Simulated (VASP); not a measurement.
# NiO2 (P-3m1) in VASP: further runs

Runs on NiO2. Level: LDA. Tasks: single point.

Program: VASP 6.6.1. These are calculated values, not measurements. Logs are shortened: lines on timing, memory, paths and dates and some standing lists are left out, and cuts for length are marked.

**1. The cell of the first run**

The structure is trigonal, space group P-3m1 (No. 164). Conventional cell: a = 2.848 Å, b = 2.848 Å, c = 3.959 Å, α = 90.00°, β = 90.00°, γ = 120.00°. Ni (site symmetry -3m) has 6 O at 1.86 Å within 2.5 Å. O (site symmetry 3m) has 3 Ni at 1.86 Å and 3 O at 2.39 Å within 2.5 Å.

**2. Single point, LDA (c/a of the conventional cell at fixed volume 1.3905)**

Contents of INCAR:

```
ALGO     = Normal         # electronic algorithm
EDIFF    = 1E-6           # SCF threshold, eV
ENCUT    = 520            # plane-wave cutoff, eV
GGA      = CA             # functional
ISIF     = 2              # what is computed and relaxed
ISMEAR   = 0              # smearing method
LASPH    = T              # aspherical terms in the spheres
LCHARG   = F              # write CHGCAR
LREAL    = F              # projectors in reciprocal space
LWAVE    = F              # write WAVECAR
NBANDS   = 18             # bands
NELM     = 100            # most SCF steps
PREC     = Accurate       # precision mode
SIGMA    = 0.05           # smearing width, eV
```

Contents of KPOINTS:

```
k-points
0
Gamma
  12 12 6
```

Contents of POSCAR:

```
NiO2
1.0
    2.8475295614      0.0000000000      0.0000000000
   -1.4237647807      2.4660329382      0.0000000000
    0.0000000000      0.0000000000      3.9594898551
Ni O
1 2
Direct
    0.0000000000      0.0000000000      0.5000000000
    0.6666666667      0.3333333333      0.7186230907
    0.3333333333      0.6666666667      0.2813769093
```

Potentials or basis: VASP PAW LDA potentials, release 64 (Ni, O).

Run with:

```bash
> cat potpaw_LDA.64/Ni/POTCAR potpaw_LDA.64/O/POTCAR > POTCAR
> mpirun -np 1 vasp_std > vasp.out
```

OUTCAR:

```text
EDIFF = 1E-6
   ENCUT = 520
   GGA = CA
   ISIF = 2
   ISMEAR = 0
   LASPH = T
   LREAL = F
   NELM = 100
   PREC = Accurate

 ion  position               nearest neighbor table
   1  0.000  0.000  0.500-   2 1.86   3 1.86   2 1.86   3 1.86   2 1.86   3 1.86
   2  0.667  0.333  0.719-   1 1.86   1 1.86   1 1.86
   3  0.333  0.667  0.281-   1 1.86   1 1.86   1 1.86

  LATTYP: Found a hexagonal cell.
 ALAT       =     2.8475295614
 C/A-ratio  =     1.3905000000

  Lattice vectors:

 A1 = (   2.8475295614,   0.0000000000,   0.0000000000)
 A2 = (  -1.4237647807,   2.4660329382,   0.0000000000)
 A3 = (   0.0000000000,   0.0000000000,   3.9594898551)

Analysis of symmetry for initial positions (statically):
=====================================================================
 Subroutine PRICEL returns:
 Original cell was already a primitive cell.

 Routine SETGRP: Setting up the symmetry group for a
 hexagonal supercell.

 Subroutine GETGRP returns: Found 12 space group operations
 (whereof 12 operations were pure point group operations)
 out of a pool of 24 trial point group operations.

The static configuration has the point symmetry D_3d.

Analysis of symmetry for dynamics (positions and initial velocities):
=====================================================================
 Subroutine PRICEL returns:
 Original cell was already a primitive cell.

 Routine SETGRP: Setting up the symmetry group for a
 hexagonal supercell.

 Subroutine GETGRP returns: Found 12 space group operations
 (whereof 12 operations were pure point group operations)
 out of a pool of 24 trial point group operations.

The dynamic configuration has the point symmetry D_3d.

 Subroutine INISYM returns: Found 12 space group operations
 (whereof 12 operations are pure point group operations),
 and found     1 'primitive' translations

----------------------------------------------------------------------------------------

                                     Primitive cell

  volume of cell :      27.8039

  direct lattice vectors                    reciprocal lattice vectors
     2.847529561  0.000000000  0.000000000     0.351181604  0.202754794  0.000000000
    -1.423764781  2.466032938  0.000000000     0.000000000  0.405509588  0.000000000
     0.000000000  0.000000000  3.959489855     0.000000000  0.000000000  0.252557788

  length of vectors
     2.847529561  2.847529561  3.959489855     0.405509588  0.405509588  0.252557788

  position of ions in fractional coordinates (direct lattice)
     0.000000000  0.000000000  0.500000000
     0.666666667  0.333333333  0.718623091
     0.333333333  0.666666667  0.281376909

  ion indices of the primitive-cell ions
   primitive index   ion index
                 1           1
                 2           2
                 3           3

----------------------------------------------------------------------------------------

 KPOINTS: k-points

Automatic generation of k-mesh.
 Grid dimensions read from file:
 generate k-points for:   12   12    6

 Generating k-lattice:

  Cartesian coordinates                     Fractional coordinates (reciprocal lattice)
     0.029265134  0.016896233  0.000000000     0.083333333 -0.000000000  0.000000000
     0.000000000  0.033792466  0.000000000     0.000000000  0.083333333  0.000000000
     0.000000000  0.000000000  0.042092965     0.000000000  0.000000000  0.166666667

  Length of vectors
     0.033792466  0.033792466  0.042092965

  Shift w.r.t. Gamma in fractional coordinates (k-lattice)
     0.000000000  0.000000000  0.000000000

 Subroutine IBZKPT returns following result:
 ===========================================

 Found    100 irreducible k-points:

 Following reciprocal coordinates:
            Coordinates               Weight
  0.000000  0.000000  0.000000      1.000000
  0.083333 -0.000000  0.000000      6.000000
  0.166667  0.000000  0.000000      6.000000
  0.250000  0.000000  0.000000      6.000000
  0.333333  0.000000  0.000000      6.000000
  0.416667  0.000000  0.000000      6.000000
[... 16 lines left out ...]
  0.166667  0.000000  0.166667      6.000000
  0.000000  0.166667  0.166667      6.000000
 [... further k-points ...]
   k-points           NKPTS =    100   k-points in BZ     NKDIM =    100   number of bands    NBANDS=     18
   number of dos      NEDOS =    301   number of ions     NIONS =      3
   total plane-waves  NPLWV =  17280
   dimension x,y,z NGX =    24 NGY =   24 NGZ =   30
   dimension x,y,z NGXF=    48 NGYF=   48 NGZF=   60
   ions per type =               1   2
   NGX,Y,Z   is equivalent  to a cutoff of  14.01, 14.01, 12.60 a.u.
   NGXF,Y,Z  is equivalent  to a cutoff of  28.02, 28.02, 25.19 a.u.
 SYSTEM =  unknown system
   PREC   = accura    normal or accurate (medium, high low for compatibility)
   ISTART =      0    job   : 0-new  1-cont  2-samecut
   ICHARG =      2    charge: 1-file 2-atom 10-const
   ISPIN  =      1    spin polarized calculation?
   LNONCOLLINEAR =      F non collinear calculations
   LSORBIT =      F    spin-orbit coupling
   LASPH  =      T    aspherical Exc in radial PAW
   ENCUT  =  520.0 eV  38.22 Ry    6.18 a.u.   5.29  5.29  7.36*2*pi/ulx,y,z
   NELM   =    100;   NELMIN=  2; NELMDL= -5     # of ELM steps
   EDIFF  = 0.1E-05   stopping-criterion for ELM
   LREAL  =      F    real-space projection
   EDIFFG = 0.1E-04   stopping-criterion for IOM
   NSW    =      0    number of steps for IOM
   IBRION =     -1    ionic relax: 0-MD 1-quasi-New 2-CG
   NFREE  =      0    steps in history (QN), initial steepest desc. (CG)
   ISIF   =      2    stress and relaxation
   ISYM   =      2    0-nonsym 1-usesym 2-fastsym
   POTIM  = 0.5000    time-step for ionic-motion
   TEBEG  =    0.0;   TEEND  =   0.0 temperature during run
   PSTRESS=    0.0 pullay stress
   NELECT =      22.0000    total number of electrons
   NUPDOWN=      -1.0000    fix difference up-down
   EMIN   =  10.00;   EMAX   =-10.00  energy-range for DOS
   EFERMI =   0.00;   METHOD = LEGACY
   ISMEAR =     0;   SIGMA  =   0.05  broadening in eV -4-tet -1-fermi 0-gaus
   EFERMI_NEDOS =   21; number of points for ismear=-14 and -15
   IALGO  =     38    algorithm
   IMIX   =      4    mixing-type and parameters
     AMIX     =   0.40;   BMIX     =  1.00
     AMIX_MAG =   1.60;   BMIX_MAG =  1.00
  volume/ion in A,a.u.               =       9.27        62.54
  Fermi-wavevector in a.u.,A,eV,Ry     =   1.514190  2.861404 31.195034  2.292770
  Thomas-Fermi vector in A             =   2.623880
   LORBIT       =      0    0 simple, 1 ext, 2 COOP (PROOUT), +10 PAW based schemes
   GGA     = CA    functional components
   LHFCALC =     F    Hartree Fock is set to
   AEXX    =    0.0000 exact exchange contribution
   IVDW    =     0    specifies the selected vdW correction
   LEPSILON=     F    determine dielectric tensor
   LRPA    =     F    only Hartree local field effects (RPA)
 non-spin polarized calculation
 Gauss-broadening in eV      SIGMA  =   0.05
  energy-cutoff  :      520.00
  volume of cell :       27.80
 maximum number of plane-waves:       766
 NGX is ok and might be reduce to    24
   NGX = 11   NGY = 11   NGZ = 15

 number of electron      21.9999996 magnetization

 Free energy of the ion-electron system (eV)
  ---------------------------------------------------
  ext. energy  EPLUGINS =         0.00000000
  ---------------------------------------------------
  free energy    TOTEN  =       -20.09600273 eV

  energy without entropy =      -20.09600273  energy(sigma->0) =      -20.09600273

 E-fermi :   4.3492     XC(G=0): -12.2672

 val. band max:        4.1037890784   @ k =   0.0833  -0.0000   0.5000
 cond. band min:       4.6077828019   @ k =   0.3333   0.0000   0.3333
 fundamental gap:      0.5039937234
 Fermi energy:         4.3491749527

 k-point     1 :       0.0000    0.0000    0.0000
  band No.  band energies     occupation
      1     -15.9175      2.00000
      2     -12.5726      2.00000
      3      -2.2032      2.00000
      4      -2.1511      2.00000
      5      -2.1511      2.00000
      6       1.7338      2.00000
[... 10 lines left out ...]
     17      22.6952      0.00000
     18      22.6952      0.00000

 k-point     2 :       0.0833   -0.0000    0.0000
  band No.  band energies     occupation
      1     -15.8224      2.00000
      2     -12.6059      2.00000
      3      -2.1275      2.00000
      4      -2.0907      2.00000
      5      -2.0881      2.00000
      6       1.4175      2.00000
[... 10 lines left out ...]
     17      21.9784      0.00000
     18      22.9519      0.00000

 k-point     3 :       0.1667    0.0000    0.0000
  band No.  band energies     occupation
      1     -15.5501      2.00000
      2     -12.7027      2.00000
      3      -2.0455      2.00000
      4      -1.9086      2.00000
      5      -1.7727      2.00000
      6       0.5918      2.00000
[... 10 lines left out ...]
     17      21.5622      0.00000
     18      23.6474      0.00000

 k-point     4 :       0.2500    0.0000    0.0000
  band No.  band energies     occupation
      1     -15.1373      2.00000
      2     -12.8542      2.00000
      3      -1.9468      2.00000
      4      -1.6446      2.00000
      5      -1.2854      2.00000
      6      -0.3497      2.00000
[... 375 lines left out ...]
      4      -2.0651      2.00000
      5      -1.7326      2.00000
      6       1.4111      2.00000
[... 10 lines left out ...]
     17      22.0450      0.00000
     18      22.9002      0.00000

 k-point    23 :       0.1667    0.0000    0.1667
  band No.  band energies     occupation
      1     -15.4784      2.00000
      2     -12.8188      2.00000
      3      -2.2716      2.00000
      4      -1.9259      2.00000
      5      -1.3401      2.00000
      6       0.5310      2.00000
[... 10 lines left out ...]
     17      21.0818      0.00000
     18      23.6974      0.00000

 k-point    24 :       0.0000    0.1667    0.1667
  band No.  band energies     occupation
      1     -15.4743      2.00000
      2     -12.8285      2.00000
      3      -2.2292      2.00000
      4      -1.8737      2.00000
      5      -1.3897      2.00000
      6       0.6082      2.00000
[... 10 lines left out ...]
     17      21.3690      0.00000
     18      23.5283      0.00000

 [... further k-points ...]
[... 5 lines left out ...]
  --------------------------------------------------------------------------------------
  -------------------------------------------------------------------------------------
  Total       -1.5553768     -1.5553768      0.7078554      0.0000000      0.0000000      0.0000000
  in kB      -89.6272059    -89.6272059     40.7895371      0.0000000      0.0000000      0.0000000
  external PRESSURE =     -46.1549583 kB  Pullay stress =       0.0000000 kB

 VOLUME and BASIS-vectors are now :
 -----------------------------------------------------------------------------
  energy-cutoff  :      520.00
  volume of cell :       27.80
      direct lattice vectors                 reciprocal lattice vectors
     2.847529561  0.000000000  0.000000000     0.351181604  0.202754794  0.000000000
    -1.423764781  2.466032938  0.000000000     0.000000000  0.405509588  0.000000000
     0.000000000  0.000000000  3.959489855     0.000000000  0.000000000  0.252557788

 POSITION                                       TOTAL-FORCE (eV/Angst)
 -----------------------------------------------------------------------------------
      0.00000      0.00000      1.97974        -0.000000      0.000000      0.000000
      1.42376      0.82201      2.84538         0.000000     -0.000000      0.319590
     -0.00000      1.64402      1.11411         0.000000      0.000000     -0.319590
 -----------------------------------------------------------------------------------
    total drift:                                0.000000     -0.000000      0.000000

  FREE ENERGIE OF THE ION-ELECTRON SYSTEM (eV)
  ---------------------------------------------------
  free  energy   TOTEN  =       -20.0960027343 eV

  energy  without entropy=      -20.0960027343  energy(sigma->0) =      -20.09600273
```

It took 60 s on 1 thread of Intel Xeon Platinum 8375C at 2.90GHz (Ice Lake), shared host; peak memory 0.17 GiB.

What came out:

* Free energy: -20.0960 eV
* Pressure: -4.6 GPa
* Largest force: 0.320 eV/Å
* Band gap on the k mesh: 0.50 eV, indirect (least direct gap 0.90 eV)

Forces on the atoms (eV/Å):
```
Ni   0.000  0.000  0.000
O    0.000  0.000  0.320
O    0.000  0.000 -0.320
```

Levels at points of the mesh, in eV from the valence-band top:
```
           k point  band 8  band 9  band 10  band 11  band 12  band 13  band 14  band 15
(0.00, 0.00, 0.00)   -1.45   -1.45    -0.46    -0.44     1.93     1.93     7.76    10.60
(0.50, 0.00, 0.00)   -2.62   -2.10    -1.95    -1.21     1.14     2.06    12.43    12.65
(0.00, 0.00, 0.50)   -2.39   -1.60    -1.60    -0.05     2.08     2.08     9.92    10.38
(0.50, 0.00, 0.50)   -2.11   -1.93    -1.35    -1.25     1.17     1.79    11.09    12.94
```

 Spin polarisation is off, so any magnetic state and its effect on volume and gap are missing.

(Part 1 of 2 ends here.)
